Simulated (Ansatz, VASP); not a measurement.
## Two plane-wave programs on MgO

The input POSCAR:

```
MgO
1.0
    2.6233491278      0.0000000000      0.0000000000
    0.0000000000      2.6233491278      0.0000000000
    0.0000000000      0.0000000000      2.6233491278
Mg O
1 1
Direct
    0.0000000000      0.0000000000      0.0000000000
    0.5000000000      0.5000000000      0.5000000000
```

Contents of INCAR.step1:

```
SYSTEM = MgO
PREC = Accurate
ENCUT = 520
EDIFF = 1E-5
ISMEAR = 0
SIGMA = 0.01
LREAL = .FALSE.
LASPH = .TRUE.
NELM = 60
ALGO = Normal
ISIF = 2
LWAVE = .TRUE.
GGA = PE
NBANDS = 11
```

Contents of INCAR.step2:

```
SYSTEM = MgO
PREC = Accurate
ENCUT = 520
EDIFF = 1E-7
ISMEAR = 0
SIGMA = 0.01
LREAL = .FALSE.
LASPH = .TRUE.
NELM = 60
ALGO = Normal
ISIF = 2
LWAVE = .FALSE.
LCHARG = .TRUE.
GGA = PE
LHFCALC = .TRUE.
AEXX = 0.05
PRECFOCK = Normal
LELF = .TRUE.
LVHAR = .TRUE.
ISTART = 1
NBANDS = 11
```

Contents of KPOINTS:

```
regular mesh
0
G
  4 4 4
  0 0 0
```

Input for Ansatz:

```yaml
crystal:
  lattice:
    - [2.6233491278, 0.0, 0.0]
    - [0.0, 2.6233491278, 0.0]
    - [0.0, 0.0, 2.6233491278]
  atoms:
    - { symbol: Mg, position: [0.0, 0.0, 0.0] }
    - { symbol: O, position: [0.5, 0.5, 0.5] }
kpoints:
  mp_grid: { grid: [4, 4, 4] }
hamiltonian:
  xc: { exchange: pbe, correlation: pbe, exx: { coeff: 0.05 } }
scf:
  occupations: { method: fixed }
  n_extra_bands: 4
output:
  forces: true
  stress: true
  eigenvalues: true
```

Alike in both runs: task single point; functional PBE-based global hybrid with a share of 0.05 of exact exchange; k mesh 4 × 4 × 4; no spin polarisation.

|  | VASP | Ansatz |
| --- | --- | --- |
| version | VASP 6.6.1 | Ansatz 0.2.0 |
| potentials or method | VASP PAW PBE potentials, release 64 (Mg, O) | plane waves |
| plane-wave cutoff (eV) | 520 | 420 |
| occupations | gaussian, width 0.01 eV | fixed |
| valence electrons in the cell | 8 | 16 |

Ansatz gave:

- gap on the k mesh at the Fermi level (eV): 3.07
- pressure (GPa): 4.8

Question: Which values does VASP return?

Answer: gap on the k mesh at the Fermi level (eV): 3.05; pressure (GPa): 4.1.

VASP's potentials were made for PBE, not for PBE-based global hybrid. VASP's potentials hold 8 valence electrons a cell and Ansatz's 16, so a difference there can come from the potentials and not from the codes. Ansatz's warnings: stress exchange threshold loose, stress scf threshold loose.

The k mesh is coarse, so the values compare programs but aren't converged.
